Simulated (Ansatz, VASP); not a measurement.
One calculation of Mo, two programs

```
Mo
1.0
     2.87758    0.00000    0.00000
     0.00000    2.92028    0.00000
     0.00000    0.00000    3.89060
Mo
2
Direct
  0.00000 0.00000 0.78722
  0.50000 0.50000 0.21278
```

Alike in both runs: task single point; functional PBE; k mesh 6 × 6 × 4; occupations gaussian, width 0.1 eV; no spin polarisation.

|  | VASP | Ansatz |
| --- | --- | --- |
| version | VASP 6.6.1 | Ansatz 0.2.0 |
| potentials or method | VASP PAW PBE potentials, release 64 (Mo_sv), cutoff 520 eV | scalar-relativistic, plane waves, PAW |
| valence electrons in the cell | 28 | 28 |

```tsv
	VASP	Ansatz	Ansatz less VASP
gap on the k mesh at the Fermi level (eV)	none	none	-
pressure (GPa)	3.5	3.0	-0.53
traceless stress, the component that is largest in VASP (GPa)	-17.31	-17.30	+0.016
rms of the force components (eV/Å)	1.053	1.040	-0.0133
```

Atom by atom the forces differ by 0.013 eV/Å (rms over components). A gap of «none» marks a metal or a gap that the smearing closes.

The k mesh is coarse, so the values compare programs but aren't converged.
